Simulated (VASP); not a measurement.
# CdTe in VASP: single point with PBE+D3(BJ)

Aim: the single point of CdTe with PBE+D3(BJ).

Everything below comes from runs of VASP 6.6.1. Logs are shortened: lines on timing, memory, paths and dates and some standing lists are left out, and cuts for length are marked.

### 1 The cell of the first run

The cell holds a slab with vacuum, 12 atoms: a = 9.216 Å, b = 6.517 Å, c = 20.608 Å, α = 90.00°, β = 90.00°, γ = 90.00°.

### 2 Single point, PBE+D3(BJ)

INCAR

```
SYSTEM = CdTe
  PREC = Accurate
  ENCUT = 520
  EDIFF = 1E-6
  ISMEAR = 0
  SIGMA = 0.05
  LREAL = .FALSE.
  LASPH = .TRUE.
  NELM = 60
  ALGO = Normal
  ISIF = 2
  LWAVE = .FALSE.
  LCHARG = .TRUE.
  LDIPOL = .TRUE.
  IDIPOL = 3
  DIPOL = 0.5 0.5 0.497
  GGA = PE
  IVDW = 12
  LELF = .TRUE.
  LVHAR = .TRUE.
  LVACPOTAV = .TRUE.
  NBANDS = 66
```

KPOINTS

```
regular mesh
0
G
  2 3 1
  0 0 0
```

POSCAR

```
CdTe
1.0
    9.2158675514      0.0000000000      0.0000000000
    0.0000000000      6.5166024401      0.0000000000
    0.0000000000      0.0000000000     20.6079337757
Cd Te
6 6
Direct
    0.2500000000      0.5000000000      0.3882000053
    0.7500000000      0.5000000000      0.3882000053
    0.5000000000      0.0558755914      0.5111426244
    0.0000000000      0.0558755914      0.5111426244
    0.7500000000      0.4774788145      0.5793503670
    0.2500000000      0.4774788145      0.5793503670
    0.5000000000      0.2500000000      0.3882000053
    0.0000000000      0.2500000000      0.3882000053
    0.7500000000      0.8003003189      0.4897538766
    0.2500000000      0.8003003189      0.4897538766
    0.0000000000      0.2828785673      0.6261950575
    0.5000000000      0.2828785673      0.6261950575
```

Potentials or basis: VASP PAW PBE potentials, release 64 (Cd, Te).

Command:

```bash
$ cat potpaw_PBE.64/Cd/POTCAR potpaw_PBE.64/Te/POTCAR > POTCAR
$ mpirun -np 1 vasp_std > vasp.out
```

OUTCAR:

```text
SYSTEM = CdTe
   PREC = Accurate
   ENCUT = 520
   EDIFF = 1E-6
   ISMEAR = 0
   LREAL = .FALSE.
   LASPH = .TRUE.
   NELM = 60
   ISIF = 2
   GGA = PE
   IVDW = 12
 IVDW          = 12

 ion  position               nearest neighbor table
   1  0.250  0.500  0.388-   7 2.82   8 2.82  10 2.87
   2  0.750  0.500  0.388-   7 2.82   8 2.82   9 2.87
   3  0.500  0.056  0.511-  12 2.79   7 2.83  10 2.88   9 2.88
   4  0.000  0.056  0.511-  11 2.79   8 2.83  10 2.88   9 2.88
   5  0.750  0.477  0.579-   9 2.80  11 2.80  12 2.80
   6  0.250  0.477  0.579-  10 2.80  11 2.80  12 2.80
   7  0.500  0.250  0.388-   1 2.82   2 2.82   3 2.83
   8  0.000  0.250  0.388-   1 2.82   2 2.82   4 2.83
   9  0.750  0.800  0.490-   5 2.80   2 2.87   4 2.88   3 2.88
  10  0.250  0.800  0.490-   6 2.80   1 2.87   4 2.88   3 2.88
  11  0.000  0.283  0.626-   4 2.79   5 2.80   6 2.80
  12  0.500  0.283  0.626-   3 2.79   5 2.80   6 2.80

  LATTYP: Found a simple orthorhombic cell.
 ALAT       =     6.5166024401
 B/A-ratio  =     1.4142135624
 C/A-ratio  =     3.1623739464

  Lattice vectors:

 A1 = (   0.0000000000,  -6.5166024401,   0.0000000000)
 A2 = (   9.2158675514,   0.0000000000,   0.0000000000)
 A3 = (   0.0000000000,   0.0000000000,  20.6079337757)

Analysis of symmetry for initial positions (statically):
=====================================================================
 Subroutine PRICEL returns following result:

  LATTYP: Found a simple orthorhombic cell.
 ALAT       =     4.6079337757
 B/A-ratio  =     1.4142135624
 C/A-ratio  =     4.4722721243

  Lattice vectors:

 A1 = (   4.6079337757,   0.0000000000,   0.0000000000)
 A2 = (   0.0000000000,   6.5166024401,   0.0000000000)
 A3 = (   0.0000000000,   0.0000000000,  20.6079337757)

   2 primitive cells build up your supercell.

 Routine SETGRP: Setting up the symmetry group for a
 simple orthorhombic supercell.

 Subroutine GETGRP returns: Found  2 space group operations
 (whereof  2 operations were pure point group operations)
 out of a pool of  8 trial point group operations.

The static configuration has the point symmetry C_1h.

Analysis of symmetry for dynamics (positions and initial velocities):
=====================================================================
 Subroutine PRICEL returns following result:

  LATTYP: Found a simple orthorhombic cell.
 ALAT       =     4.6079337757
 B/A-ratio  =     1.4142135624
 C/A-ratio  =     4.4722721243

  Lattice vectors:

 A1 = (   4.6079337757,   0.0000000000,   0.0000000000)
 A2 = (   0.0000000000,   6.5166024401,   0.0000000000)
 A3 = (   0.0000000000,   0.0000000000,  20.6079337757)

   2 primitive cells build up your supercell.

 Routine SETGRP: Setting up the symmetry group for a
 simple orthorhombic supercell.

 Subroutine GETGRP returns: Found  2 space group operations
 (whereof  2 operations were pure point group operations)
 out of a pool of  8 trial point group operations.

The dynamic configuration has the point symmetry C_1h.

 Subroutine INISYM returns: Found  2 space group operations
 (whereof  2 operations are pure point group operations),
 and found     2 'primitive' translations

----------------------------------------------------------------------------------------

                                     Primitive cell

  volume of cell :     618.8165

  direct lattice vectors                    reciprocal lattice vectors
     4.607933776  0.000000000  0.000000000     0.217017008  0.000000000  0.000000000
     0.000000000  6.516602440  0.000000000     0.000000000  0.153454198  0.000000000
     0.000000000  0.000000000 20.607933776     0.000000000  0.000000000  0.048525001

  length of vectors
     4.607933776  6.516602440 20.607933776     0.217017008  0.153454198  0.048525001

  position of ions in fractional coordinates (direct lattice)
     0.500000000  0.500000000  0.388200005
     0.000000000  0.055875591  0.511142624
     0.500000000  0.477478815  0.579350367
     0.000000000  0.250000000  0.388200005
     0.500000000  0.800300319  0.489753877
     0.000000000  0.282878567  0.626195057

  ion indices of the primitive-cell ions
   primitive index   ion index
                 1           1
                 2           3
                 3           6
                 4           7
                 5          10
                 6          11

----------------------------------------------------------------------------------------

 KPOINTS: regular mesh

Automatic generation of k-mesh.
 Grid dimensions read from file:
 generate k-points for:    2    3    1

 Generating k-lattice:

  Cartesian coordinates                     Fractional coordinates (reciprocal lattice)
     0.054254252  0.000000000  0.000000000     0.500000000  0.000000000  0.000000000
     0.000000000  0.051151399  0.000000000     0.000000000  0.333333333  0.000000000
     0.000000000  0.000000000  0.048525001     0.000000000  0.000000000  1.000000000

  Length of vectors
     0.054254252  0.051151399  0.048525001

  Shift w.r.t. Gamma in fractional coordinates (k-lattice)
     0.000000000  0.000000000  0.000000000

 Subroutine IBZKPT returns following result:
 ===========================================

 Found      4 irreducible k-points:

 Following reciprocal coordinates:
            Coordinates               Weight
  0.000000  0.000000  0.000000      1.000000
  0.500000  0.000000  0.000000      1.000000
  0.000000  0.333333  0.000000      2.000000
  0.500000  0.333333  0.000000      2.000000
   k-points           NKPTS =      4   k-points in BZ     NKDIM =      4   number of bands    NBANDS=     66
   number of dos      NEDOS =    301   number of ions     NIONS =     12
   total plane-waves  NPLWV = 537600
   dimension x,y,z NGX =    70 NGY =   48 NGZ =  160
   dimension x,y,z NGXF=   140 NGYF=   96 NGZF=  320
   ions per type =               6   6
   NGX,Y,Z   is equivalent  to a cutoff of  12.63, 12.25, 12.91 a.u.
   NGXF,Y,Z  is equivalent  to a cutoff of  25.25, 24.49, 25.81 a.u.
 SYSTEM =  CdTe
   PREC   = accura    normal or accurate (medium, high low for compatibility)
   ISTART =      0    job   : 0-new  1-cont  2-samecut
   ICHARG =      2    charge: 1-file 2-atom 10-const
   ISPIN  =      1    spin polarized calculation?
   LNONCOLLINEAR =      F non collinear calculations
   LSORBIT =      F    spin-orbit coupling
   LASPH  =      T    aspherical Exc in radial PAW
   ENCUT  =  520.0 eV  38.22 Ry    6.18 a.u.  17.14 12.12 38.32*2*pi/ulx,y,z
   NELM   =     60;   NELMIN=  2; NELMDL= -5     # of ELM steps
   EDIFF  = 0.1E-05   stopping-criterion for ELM
   LREAL  =      F    real-space projection
   EDIFFG = 0.1E-04   stopping-criterion for IOM
   NSW    =      0    number of steps for IOM
   IBRION =     -1    ionic relax: 0-MD 1-quasi-New 2-CG
   NFREE  =      0    steps in history (QN), initial steepest desc. (CG)
   ISIF   =      2    stress and relaxation
   ISYM   =      2    0-nonsym 1-usesym 2-fastsym
   POTIM  = 0.5000    time-step for ionic-motion
   TEBEG  =    0.0;   TEEND  =   0.0 temperature during run
   PSTRESS=    0.0 pullay stress
   NELECT =     108.0000    total number of electrons
   NUPDOWN=      -1.0000    fix difference up-down
   EMIN   =  10.00;   EMAX   =-10.00  energy-range for DOS
   EFERMI =   0.00;   METHOD = LEGACY
   ISMEAR =     0;   SIGMA  =   0.05  broadening in eV -4-tet -1-fermi 0-gaus
   EFERMI_NEDOS =   21; number of points for ismear=-14 and -15
   IALGO  =     38    algorithm
   IMIX   =      4    mixing-type and parameters
     AMIX     =   0.40;   BMIX     =  1.00
     AMIX_MAG =   1.60;   BMIX_MAG =  1.00
  volume/ion in A,a.u.               =     103.14       696.00
  Fermi-wavevector in a.u.,A,eV,Ry     =   0.726137  1.372201  7.174018  0.527275
  Thomas-Fermi vector in A             =   1.817035
   LORBIT       =      0    0 simple, 1 ext, 2 COOP (PROOUT), +10 PAW based schemes
   GGA     = PE    functional components
   LHFCALC =     F    Hartree Fock is set to
   AEXX    =    0.0000 exact exchange contribution
   IVDW    =    12    specifies the selected vdW correction
   LEPSILON=     F    determine dielectric tensor
   LRPA    =     F    only Hartree local field effects (RPA)
 non-spin polarized calculation
 Gauss-broadening in eV      SIGMA  =   0.05
  energy-cutoff  :      520.00
  volume of cell :     1237.63
 maximum number of plane-waves:     33374
 NGX is ok and might be reduce to    70
   NGX = 35   NGY = 25   NGZ = 77

 dipolmoment           0.000000      0.000000     -0.000003 electrons x Angstroem

 number of electron     108.0000017 magnetization

 dipolmoment           0.000000      0.000000      0.119697 electrons x Angstroem

 Free energy of the ion-electron system (eV)
  ---------------------------------------------------
  ext. energy  EPLUGINS =         0.00000000
  ---------------------------------------------------
  free energy    TOTEN  =       -26.62207253 eV

  energy without entropy =      -26.62207253  energy(sigma->0) =      -26.62207253

 E-fermi :  -2.3805     XC(G=0):  -3.4892

 val. band max:       -2.6208157634   @ k =   0.0000   0.0000   0.0000
 cond. band min:      -1.4553770700   @ k =   0.0000   0.0000   0.0000
 fundamental gap:      1.1654386934
 Fermi energy:        -2.3805040836

 k-point     1 :       0.0000    0.0000    0.0000
  band No.  band energies     occupation
      1     -13.4488      2.00000
      2     -13.2356      2.00000
      3     -12.9884      2.00000
      4     -12.9261      2.00000
      5     -12.8469      2.00000
      6     -12.7645      2.00000
[... 58 lines left out ...]
     65       1.7361      0.00000
     66       1.8995      0.00000

 k-point     2 :       0.5000    0.0000    0.0000
  band No.  band energies     occupation
      1     -13.3460      2.00000
      2     -13.3460      2.00000
      3     -12.9511      2.00000
      4     -12.9511      2.00000
      5     -12.8072      2.00000
      6     -12.8072      2.00000
[... 58 lines left out ...]
     65       1.8397      0.00000
     66       1.8397      0.00000

 k-point     3 :       0.0000    0.3333    0.0000
  band No.  band energies     occupation
      1     -13.3791      2.00000
      2     -13.2332      2.00000
      3     -13.0297      2.00000
      4     -12.9258      2.00000
      5     -12.8671      2.00000
      6     -12.7653      2.00000
[... 58 lines left out ...]
     65       1.8036      0.00000
     66       1.9273      0.00000

 k-point     4 :       0.5000    0.3333    0.0000
  band No.  band energies     occupation
      1     -13.3062      2.00000
      2     -13.3062      2.00000
      3     -12.9768      2.00000
      4     -12.9768      2.00000
      5     -12.8152      2.00000
      6     -12.8152      2.00000
[... 58 lines left out ...]
     65       2.1573      0.00000
     66       2.1573      0.00000

------------------------ aborting loop because EDIFF is reached ----------------------------------------

 Edisp (eV)   -2.67735

 E8    (eV) :    -1.2560

  FORCE on cell =-STRESS in cart. coord.  units (eV):
  Direction    XX          YY          ZZ          XY          YZ          ZX
  --------------------------------------------------------------------------------------
  -------------------------------------------------------------------------------------
  Total      -2.87965    -3.06753     0.20975     0.00000    -0.00663     0.00000
  in kB      -3.72785    -3.97106     0.27153     0.00000    -0.00858     0.00000
  external pressure =       -2.48 kB  Pullay stress =        0.00 kB

 VOLUME and BASIS-vectors are now :
 -----------------------------------------------------------------------------
  energy-cutoff  :      520.00
  volume of cell :     1237.63
      direct lattice vectors                 reciprocal lattice vectors
     9.215867551  0.000000000  0.000000000     0.108508504  0.000000000  0.000000000
     0.000000000  6.516602440  0.000000000     0.000000000  0.153454198  0.000000000
     0.000000000  0.000000000 20.607933776     0.000000000  0.000000000  0.048525001

 POSITION                                       TOTAL-FORCE (eV/Angst)
 -----------------------------------------------------------------------------------
      2.30397      3.25830      8.00000         0.000000     -0.376871      0.586133
      6.91190      3.25830      8.00000        -0.000000     -0.376871      0.586133
      4.60793      0.36412     10.53359        -0.000000     -0.013930      0.009083
      0.00000      0.36412     10.53359        -0.000000     -0.013930      0.009083
      6.91190      3.11154     11.93921        -0.000000      0.012914     -0.001077
      2.30397      3.11154     11.93921         0.000000      0.012914     -0.001077
      4.60793      1.62915      8.00000        -0.000000      0.376796     -0.615215
      0.00000      1.62915      8.00000        -0.000000      0.376796     -0.615215
      6.91190      5.21524     10.09282        -0.000000      0.008749     -0.000959
      2.30397      5.21524     10.09282        -0.000000      0.008749     -0.000959
      0.00000      1.84341     12.90459        -0.000000     -0.007658      0.022035
      4.60793      1.84341     12.90459        -0.000000     -0.007658      0.022035
 -----------------------------------------------------------------------------------
    total drift:                                0.000000     -0.001753      0.001222

  FREE ENERGIE OF THE ION-ELECTRON SYSTEM (eV)
  ---------------------------------------------------
  free  energy   TOTEN  =       -29.2994181140 eV

  energy  without entropy=      -29.2994181140  energy(sigma->0) =      -29.29941811

 vacuum level on the upper side and lower side of the slab         2.606         2.245
```

Run time: 16 min. Hardware: 1 thread of Intel Xeon Platinum 8488C (Sapphire Rapids), shared host; peak memory 1.1 GiB.

What came out:

```yaml
Free_energy: -29.2994 eV
Largest_force: 0.721 eV/Å
Band_gap_on_the_k_mesh: 1.17 eV
Dispersion_energy_per_atom: -0.223 eV
```

Forces on the atoms (eV/Å):
```
Cd   0.000 -0.377  0.586
Cd   0.000 -0.377  0.586
Cd   0.000 -0.014  0.009
Cd   0.000 -0.014  0.009
Cd   0.000  0.013 -0.001
Cd   0.000  0.013 -0.001
Te   0.000  0.377 -0.615
Te   0.000  0.377 -0.615
Te   0.000  0.009 -0.001
Te   0.000  0.009 -0.001
Te   0.000 -0.008  0.022
Te   0.000 -0.008  0.022
```

Levels at points of the mesh, in eV from the valence-band top:
```tsv
k point	band 51	band 52	band 53	band 54	band 55	band 56	band 57	band 58
(0.00, 0.00, 0.00)	-0.56	-0.55	-0.51	0.00	1.17	1.77	2.31	2.34
(0.50, 0.00, 0.00)	-0.71	-0.71	-0.53	-0.53	1.87	1.87	2.67	2.67
```

Caveat: spin-orbit coupling is left out, which moves the levels of the heavy elements.
